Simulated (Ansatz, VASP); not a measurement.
# Two plane-wave programs on Mo

Contents of INCAR:

```
SYSTEM = Mo
ALGO = Fast
EDIFF = 1E-6
ENCUT = 520
GGA = PS
ISIF = 2
ISMEAR = 0
LASPH = .True.
LCHARG = .False.
LREAL = .False.
LWAVE = .False.
NBANDS = 66
NELM = 80
PREC = Accurate
SIGMA = 0.15
```

The input KPOINTS:

```
k-points
0
Gamma
  12 12 12
  0 0 0
```

POSCAR

```
Mo
1.0
   -3.1420000000     -3.1420000000      3.1420000000
   -3.1420000000      3.1420000000     -3.1420000000
    3.1420000000     -3.1420000000     -3.1420000000
Mo
8
Direct
    0.4840865691      0.4840865691      0.5000000000
    0.0000000000      0.5000000000      0.5000000000
    0.5000000000      0.0000000000      0.5000000000
    0.0000000000      0.0000000000      0.5000000000
    0.5000000000      0.5000000000      0.0000000000
    0.0000000000      0.5000000000      0.0000000000
    0.5000000000      0.0000000000      0.0000000000
    0.0000000000      0.0000000000      0.0000000000
```

Input for Ansatz:

```yaml
crystal:
  lattice:
    - [-3.142, -3.142, 3.142]
    - [-3.142, 3.142, -3.142]
    - [3.142, -3.142, -3.142]
  atoms:
    - { symbol: Mo, position: [0.4840865691, 0.4840865691, 0.5] }
    - { symbol: Mo, position: [0.0, 0.5, 0.5] }
    - { symbol: Mo, position: [0.5, 0.0, 0.5] }
    - { symbol: Mo, position: [0.0, 0.0, 0.5] }
    - { symbol: Mo, position: [0.5, 0.5, 0.0] }
    - { symbol: Mo, position: [0.0, 0.5, 0.0] }
    - { symbol: Mo, position: [0.5, 0.0, 0.0] }
    - { symbol: Mo, position: [0.0, 0.0, 0.0] }
basis:
  ecutwfc: 420
kpoints:
  mp_grid: { grid: [12, 12, 12] }
hamiltonian:
  xc: pbesol
scf:
  occupations: { method: gaussian, width: 0.15 }
output:
  forces: true
  stress: true
  eigenvalues: true
```

Alike in both runs: task single point; functional PBEsol; k mesh 12 × 12 × 12; occupations gaussian, width 0.15 eV; no spin polarisation.

|  | VASP | Ansatz |
| --- | --- | --- |
| version | VASP 6.6.1 | Ansatz 0.2.0 |
| potentials or method | VASP PAW PBE potentials, release 64 (Mo_sv), cutoff 520 eV | scalar-relativistic, plane waves, PAW |
| valence electrons in the cell | 112 | 112 |

VASP gave:

```
gap on the k mesh at the Fermi level (eV)                     : none
pressure (GPa)                                                : -2.4
traceless stress, the component that is largest in VASP (GPa) : 0.28
rms of the force components (eV/Å)                            : 0.305
```

Estimate Ansatz's values.

gap on the k mesh at the Fermi level (eV): none; pressure (GPa): -2.9; traceless stress, the component that is largest in VASP (GPa): 0.28; rms of the force components (eV/Å): 0.302.

VASP's potentials were made for PBE, not for PBEsol. Atom by atom the forces differ by 0.003 eV/Å (rms over components). A gap of «none» marks a metal or a gap that the smearing closes. The functional is the same, so the differences come from potentials, cutoffs and numerics.
